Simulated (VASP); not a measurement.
K, 2 atoms in the cell. Symmetry: P6_3/mmc, No. 194, hexagonal system. Conventional cell: a = 4.367 Å, b = 4.367 Å, c = 7.074 Å, α = 90.00°, β = 90.00°, γ = 120.00°. Within 5.7 Å of K (site symmetry -6m2) lie 12 K at 4.34 to 4.37 Å. 

- Program: VASP 6.6.1
- Task: single point
- Functional: PBE
- Potentials or basis: VASP PAW PBE potentials, release 64 (K_sv)
- Cutoff: 520 eV
- k mesh: 10 × 10 × 6
- Occupations: fermi-dirac, width 0.05 eV
- Spin: no spin polarisation
- Dipole correction: no
- Further INCAR settings: ALGO = Normal; EDIFF = 1e-06; NBANDS = 16

Potentials or basis: VASP PAW PBE potentials, release 64 (K_sv).

The run is started by

```console
$ cat potpaw_PBE.64/K_sv/POTCAR > POTCAR
$ mpirun -np 1 vasp_std > vasp.out
```

Hardware: 1 thread of Intel(R) Xeon(R) Platinum 8488C (Sapphire Rapids) (shared host).

**Question.** How long does it take, and how much memory?

**Answer.** Wall time 46 s on 1 thread of Intel(R) Xeon(R) Platinum 8488C (Sapphire Rapids) (shared host), peak memory 0.26 GiB. Counts: scf iterations 11, k points 56.
